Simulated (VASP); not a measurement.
A run of VASP 6.6.1 is set up as follows.

File INCAR:

```
SYSTEM = Ta
  PREC = Accurate
  ENCUT = 600
  EDIFF = 1E-6
  ISMEAR = -1
  SIGMA = 0.05
  LREAL = .FALSE.
  LASPH = .TRUE.
  NELM = 60
  ALGO = Normal
  ISIF = 3
  LWAVE = .FALSE.
  LCHARG = .FALSE.
  GGA = PS
  IBRION = 2
  NSW = 50
  EDIFFG = -0.01
```

The input KPOINTS:

```
Automatic mesh
0
G
  9 9 9
  0 0 0
```

POSCAR

```
Ta
1.0
   -1.6512800000      1.6512800000      1.6512800000
    1.6512800000     -1.6512800000      1.6512800000
    1.6512800000      1.6512800000     -1.6512800000
Ta
1
Direct
    0.0000000000      0.0000000000      0.0000000000
```

Potentials or basis: VASP PAW PBE potentials, release 64 (Ta_pv).

The run is started by

```console
$ cat potpaw_PBE.64/Ta_pv/POTCAR > POTCAR
$ mpirun -np 1 vasp_std > vasp.out
```

(1) Estimate the space group after relaxing (to 0.05 Å).

(2) Predict the relaxed volume.

## Answers

(1) Im-3m (No. 229).

(2) 17.66 Å³/atom.

Caveat: the PAW data sets were made with another functional, which shifts forces and pressure a little.
